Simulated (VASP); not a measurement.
**BN: single point with PBE**

Crystal: BN.

```
CELL_PARAMETERS angstrom
2.49824 0.00000 0.00000
-1.24912 2.16354 0.00000
0.00000 0.00000 6.63570
ATOMIC_POSITIONS crystal
B 0.33333 0.66667 0.25000
B 0.66667 0.34333 0.75000
N 0.33333 0.66667 0.75000
N 0.66667 0.33333 0.25000
```

- Program: VASP 6.6.1
- Task: single point
- Functional: PBE
- Potentials or basis: VASP PAW PBE potentials, release 64 (B, N)
- Cutoff: 600 eV
- k mesh: 7 × 7 × 3
- Occupations: fermi-dirac, width 0.01 eV
- Spin: no spin polarisation
- Dipole correction: no
- Further INCAR settings: ALGO = Normal; EDIFF = 1e-06; NBANDS = 16

| Quantity | Value |
| --- | --- |
| Pressure | 5.1 GPa |
| Largest force | 1.055 eV/Å |
| Band gap on the k mesh | 4.42 eV, indirect (least direct gap 4.62 eV) |

Forces in eV/Å, atoms in the order of the input:
```
B    0.000  0.000  0.000
B    0.562 -0.893  0.000
N   -0.562  0.892  0.000
N    0.000  0.001  0.000
```

Stress tensor (GPa, compression positive):
```
 7.53 -0.78  0.00
-0.78  5.03  0.00
 0.00  0.00  2.75
```

Levels at points of the mesh, in eV from the valence-band top:
```csv
k point,band 6,band 7,band 8,band 9,band 10,band 11
"(0.00, 0.00, 0.00)",-1.29,-1.29,-1.00,5.28,10.36,11.27
```

Run time: 34 s on 1 thread of Intel(R) Xeon(R) Platinum 8488C (Sapphire Rapids), on a shared host, peak memory 0.16 GiB.

Caveat: this functional lacks dispersion, which binds the layers, so the pressure and a relaxed spacing across them are unreliable; forces of over 1 eV/Å act on the atoms, so gaps and moduli don't describe the material at rest. PBE gaps usually lie below the measured ones, often by a third to a half.
